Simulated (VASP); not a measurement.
# Ge8N (a cell with a defect): single point with PBE

Ge8N (a cell with a defect):

```
Ge N
1.0
     5.76158    0.00000    0.00000
     0.00000   -5.76158    0.00000
     0.00000    0.00000   -5.76158
Ge N
8 1
Direct
  0.50000 0.00000 0.00000
  0.00000 0.50000 0.00000
  0.00000 0.00000 0.50000
  0.50000 0.50000 0.50000
  0.75000 0.75000 0.75000
  0.25000 0.25000 0.75000
  0.25000 0.75000 0.25000
  0.75000 0.25000 0.25000
  0.75000 0.41667 0.83333
```

```yaml
Program: VASP 6.6.1
Task: single point
Functional: PBE
Potentials_or_basis: VASP PAW PBE potentials, release 64 (Ge_d, N)
Cutoff: 520 eV
k_mesh: 6 × 6 × 6
Occupations: gaussian, width 0.15 eV
Spin: no spin polarisation
```

The pressure is 4.2 GPa. The largest force is 2.763 eV/Å and the band gap on the k mesh is zero (an odd number of electrons rules out a gap without spin polarisation).

Forces in eV/Å, atoms in the order of the input:
```
Ge  -0.024 -0.113  0.110
Ge   2.385  0.848 -1.106
Ge   0.244 -0.023  0.061
Ge  -0.112  0.345  0.181
Ge  -1.211 -0.580  0.446
Ge   0.555  0.124 -0.101
Ge   0.004 -0.365 -0.046
Ge  -0.352  0.272 -0.486
N   -1.490 -0.509  0.941
```

Stress tensor (GPa, compression positive):
```
 6.05  1.04 -2.29
 1.04  2.15 -1.31
-2.29 -1.31  4.33
```

Levels at points of the mesh, in eV from the Fermi level:
```csv
k point,band 57,band 58,band 59,band 60,band 61,band 62
"(0.00, 0.00, 0.00)",-0.75,-0.22,0.16,0.54,0.68,0.92
"(0.50, 0.00, 0.00)",-1.41,-0.79,-0.57,1.54,1.84,2.39
"(0.00, 0.50, 0.00)",-1.75,-0.80,0.17,1.18,1.75,2.17
"(0.00, 0.00, 0.50)",-1.74,-0.86,-0.39,1.45,1.97,2.18
"(0.50, 0.50, 0.00)",-1.13,-0.86,0.18,1.39,1.98,2.40
"(0.00, 0.50, 0.50)",-1.17,-0.94,-0.05,1.51,1.92,2.28
"(0.50, 0.00, 0.50)",-1.23,-0.35,-0.23,0.88,2.10,2.33
"(0.50, 0.50, 0.50)",-1.11,-0.73,-0.36,0.02,0.75,1.15
```

It took 39 min on 1 thread of Oxide Virtual Turin-like Processor (shared host), peak memory 0.99 GiB.
